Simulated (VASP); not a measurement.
Write the native input for VASP 6.6.1 that does the following.

```yaml
Task: single point
Functional: PBEsol
Potentials_or_basis: VASP PAW PBE potentials, release 64 (Mg, Si, O)
Cutoff: 520 eV
k_mesh: 1 × 1 × 1, shifted
Occupations: fermi-dirac, width 0.05 eV
Spin: no spin polarisation
Dipole_correction: no
Further_INCAR_settings: LREAL = Auto; ALGO = Normal; EDIFF = 1e-06; NBANDS = 232; ISYM = -1
```

The structure of MgSi11O24 (a cell with a defect) lies in POSCAR:

```
MgSi11O24
1.0
    8.3886930000      0.0000000000      0.0000000000
    0.0000000000      8.3886930000      0.0000000000
    0.0000000000      0.0000000000      8.0356430000
Mg Si O
2 22 48
Direct
    0.9999850000      0.0000620000      0.0003230000
    0.5001740000      0.5002570000      0.3326540000
    0.0001040000      0.0001060000      0.3324500000
    0.0001820000      0.0002330000      0.6669510000
    0.0000140000      0.5000100000      0.9997120000
    0.0002130000      0.5001960000      0.3332690000
    0.0000430000      0.5001700000      0.6664780000
    0.4999870000      0.0000800000      0.9997100000
    0.5001190000      0.0002130000      0.3332540000
    0.5001310000      0.0000870000      0.6664940000
    0.5001120000      0.5001040000      0.0005170000
    0.4999980000      0.5000260000      0.6660220000
    0.2500910000      0.2501340000      0.1664870000
    0.2481680000      0.2481980000      0.4981180000
    0.2520240000      0.2520320000      0.8348660000
    0.2500580000      0.7501400000      0.1664900000
    0.2516700000      0.7484710000      0.5016120000
    0.2485460000      0.7517450000      0.8313520000
    0.7500610000      0.2501540000      0.1664840000
    0.7484410000      0.2516870000      0.5016210000
    0.7517590000      0.2485280000      0.8313580000
    0.7501020000      0.7501270000      0.1664890000
    0.7518770000      0.7519380000      0.4979970000
    0.7482970000      0.7483240000      0.8349660000
    0.1625130000      0.1625320000      0.9991610000
    0.1487150000      0.1487230000      0.3326390000
    0.1536690000      0.1536680000      0.6669760000
    0.1478650000      0.6565210000      0.9974650000
    0.1565700000      0.6478620000      0.3354490000
    0.1509920000      0.6511360000      0.6664590000
    0.6565000000      0.1478930000      0.9974800000
    0.6478280000      0.1566090000      0.3354410000
    0.6510990000      0.1510030000      0.6664500000
    0.6485870000      0.6485920000      0.0000190000
    0.6624930000      0.6625400000      0.3332610000
    0.6537520000      0.6537710000      0.6657260000
    0.3514920000      0.3515060000      0.0003540000
    0.3376600000      0.3377380000      0.3338260000
    0.3465310000      0.3465610000      0.6660370000
    0.3435990000      0.8523780000      0.9975250000
    0.3523020000      0.8436970000      0.3354970000
    0.3492050000      0.8491290000      0.6665270000
    0.8523410000      0.3436420000      0.9975380000
    0.8436690000      0.3523770000      0.3355100000
    0.8490770000      0.3492350000      0.6665070000
    0.8376870000      0.8377230000      0.9997010000
    0.8516000000      0.8516640000      0.3329380000
    0.8464340000      0.8464910000      0.6672090000
    0.0962710000      0.4039210000      0.1665080000
    0.0946390000      0.4009540000      0.5004270000
    0.0992470000      0.4055600000      0.8325750000
    0.1051760000      0.8950730000      0.1838450000
    0.0980260000      0.9021770000      0.5005880000
    0.1036210000      0.8966590000      0.8157670000
    0.6051390000      0.3950230000      0.1491430000
    0.6035100000      0.3965930000      0.5172230000
    0.5980350000      0.4021650000      0.8324100000
    0.5963670000      0.9038260000      0.1664820000
    0.5991450000      0.9056190000      0.5003100000
    0.5945950000      0.9010440000      0.8326730000
    0.4038970000      0.0963140000      0.1664790000
    0.4009250000      0.0946820000      0.5004010000
    0.4055470000      0.0992900000      0.8325750000
    0.3949670000      0.6051920000      0.1490860000
    0.3965710000      0.6035720000      0.5172430000
    0.4021550000      0.5980450000      0.8324020000
    0.8950210000      0.1052700000      0.1838650000
    0.9021590000      0.0980750000      0.5005330000
    0.8966710000      0.1036460000      0.8157220000
    0.9037970000      0.5964240000      0.1664810000
    0.9055840000      0.5992110000      0.5003010000
    0.9010220000      0.5946380000      0.8326290000
```

These files were run (other wordings do the same):

INCAR

```
PREC = Accurate
ENCUT = 520
EDIFF = 1E-6
ISMEAR = -1
SIGMA = 0.05
LREAL = Auto
LASPH = T
NELM = 120
ALGO = Normal
ISIF = 2
LWAVE = F
LCHARG = F
GGA = PS
ISYM = -1
NBANDS = 232
GGA_COMPAT = F
```

KPOINTS

```
explicit points
1
Reciprocal
  0.25000000   0.25000000   0.25000000 1
```

Potentials or basis: VASP PAW PBE potentials, release 64 (Mg, Si, O).

Launch:

```bash
$ cat potpaw_PBE.64/Mg/POTCAR potpaw_PBE.64/Si/POTCAR potpaw_PBE.64/O/POTCAR > POTCAR
$ mpirun -np 1 vasp_std > vasp.out
```

Results of the run:

```
Pressure      : 8.3 GPa
Largest force : 0.111 eV/Å
```

Caveat: the PAW data sets were made with another functional, which shifts forces and pressure a little.

Wall time 4.4 min on 1 thread of AMD EPYC 9R14 (Zen 4) (shared host), peak memory 0.54 GiB.
